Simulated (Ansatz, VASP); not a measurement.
Ti2In in VASP and in Ansatz

File INCAR:

```
PREC     = Accurate       # precision mode
ENCUT    = 520            # plane-wave cutoff, eV
EDIFF    = 1E-6           # SCF threshold, eV
ISMEAR   = 0              # smearing method
SIGMA    = 0.1            # smearing width, eV
LREAL    = False          # projectors in reciprocal space
LASPH    = True           # aspherical terms in the spheres
NELM     = 150            # most SCF steps
ALGO     = Normal         # electronic algorithm
ISIF     = 2              # what is computed and relaxed
LWAVE    = False          # write WAVECAR
LCHARG   = True           # write CHGCAR
ISPIN    = 2              # spin polarisation
MAGMOM   = 1 1 0          # initial moments
LORBIT   = 11             # projections on sites
LMAXMIX  = 4              # l up to which the mixer works
GGA      = PE             # functional
LELF     = True           # ELF
LVHAR    = True         
NBANDS   = 30             # bands
```

Contents of KPOINTS:

```
regular mesh
0
Gamma
  6 6 4
```

Contents of POSCAR:

```
Ti2In
1.0
    2.9084828624      0.0000000000      0.0000000000
    0.0000000000      2.9084828624      0.0000000000
    0.0000000000      0.0000000000      6.9900833964
Ti In
2 1
Direct
    0.5000000000      0.5000000000      0.3092724649
    0.5000000000      0.5000000000      0.6907275351
    0.0000000000      0.0000000000      0.0000000000
```

Input for Ansatz:

```yaml
crystal:
  lattice:
    - [2.9084828624, 0.0, 0.0]
    - [0.0, 2.9084828624, 0.0]
    - [0.0, 0.0, 6.9900833964]
  atoms:
    - { symbol: Ti, position: [0.5, 0.5, 0.3092724649], spin: 1.0 }
    - { symbol: Ti, position: [0.5, 0.5, 0.6907275351], spin: 1.0 }
    - { symbol: In, position: [0.0, 0.0, 0.0] }
basis:
  ecutwfc: 420
kpoints:
  mp_grid: { grid: [6, 6, 4] }
hamiltonian:
  xc: pbe
scf:
  occupations: { method: gaussian, width: 0.1 }
  lower_state_search: "off"
output:
  forces: true
  stress: true
  eigenvalues: true
  populations: true
magnetization:
  spin_polarized: true
```

Change from the starting cell: species swapped into the FeSi2 type (P4/mmm, No. 123).

Alike in both runs: task single point; functional PBE; k mesh 6 × 6 × 4; occupations gaussian, width 0.1 eV; collinear spin.

```csv
,VASP,Ansatz
version,VASP 6.6.1,Ansatz 0.2.0
potentials or method,"VASP PAW PBE potentials, release 64 (Ti_sv, In_d), cutoff 520 eV","scalar-relativistic, plane waves, PAW"
valence electrons in the cell,37,37
```

|  | VASP | Ansatz | Ansatz less VASP |
| --- | --- | --- | --- |
| gap on the k mesh at the Fermi level (eV) | none | none | - |
| pressure (GPa) | 1.8 | 1.8 | +0.01 |
| traceless stress, the component that is largest in VASP (GPa) | 1.13 | 1.12 | -0.008 |
| rms of the force components (eV/Å) | 0.063 | 0.062 | -0.0008 |
| net moment per atom (μB) | 0.77 | 0.77 | 0.000 |
| size of the moment on the site where the two differ most (μB) | 0.90 | 0.87 | -0.031 |

Site moments also hang on the region over which each program counts them. Atom by atom the forces differ by 0.001 eV/Å (rms over components). A gap of «none» marks a metal or a gap that the smearing closes. The functional is the same, so the differences come from potentials, cutoffs and numerics.

The k mesh is coarse, so the values compare programs but aren't converged.
